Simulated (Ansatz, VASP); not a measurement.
ZnO in VASP and in Ansatz

Contents of INCAR:

```
SYSTEM = ZnO
PREC = Accurate ; ENCUT = 520
EDIFF = 1E-6 ; ISMEAR = 0
SIGMA = 0.05 ; LREAL = .FALSE.
LASPH = .TRUE. ; NELM = 60
ALGO = Normal ; ISIF = 2
LWAVE = .FALSE. ; LCHARG = .FALSE.
NBANDS = 16
```

File KPOINTS:

```
Automatic mesh
0
G
  12 12 12
  0 0 0
```

The input POSCAR:

```
ZnO
1.0
    0.0000000000      2.2779141000      2.2779141000
    2.2779141000      0.0000000000      2.2779141000
    2.2779141000      2.2779141000      0.0000000000
Zn O
1 1
Direct
    0.0000000000      0.0000000000      0.0000000000
    0.5000000000      0.5000000000      0.5000000000
```

Input for Ansatz:

```yaml
crystal:
  lattice:
    - [0.0, 2.2779141, 2.2779141]
    - [2.2779141, 0.0, 2.2779141]
    - [2.2779141, 2.2779141, 0.0]
  atoms:
    - { symbol: Zn, position: [0.0, 0.0, 0.0] }
    - { symbol: O, position: [0.5, 0.5, 0.5] }
basis:
  ecutwfc: 420
kpoints:
  mp_grid: { grid: [12, 12, 12] }
hamiltonian:
  xc: lda
scf:
  occupations: { method: gaussian, width: 0.05 }
output:
  forces: true
  stress: true
  eigenvalues: true
```

Change from the starting cell: strain +0.050 along x and y, +0.050 along z, atoms carried along.

Alike in both runs: task single point; functional LDA; k mesh 12 × 12 × 12; occupations gaussian, width 0.05 eV; no spin polarisation.

|  | VASP | Ansatz |
| --- | --- | --- |
| version | VASP 6.6.1 | Ansatz 0.2.0 |
| potentials or method | VASP PAW LDA potentials, release 64 (Zn, O), cutoff 520 eV | scalar-relativistic, plane waves, PAW |
| valence electrons in the cell | 18 | 18 |

|  | VASP | Ansatz | Ansatz less VASP |
| --- | --- | --- | --- |
| gap on the k mesh at the Fermi level (eV) | 0.08 | 0.08 | -0.003 |
| least direct gap on the mesh (eV) | 0.86 | 0.86 | 0.000 |
| pressure (GPa) | -28.0 | -28.6 | -0.56 |

LDA's correlation is that of Perdew and Zunger in VASP and of Perdew and Wang (1992) in Ansatz.
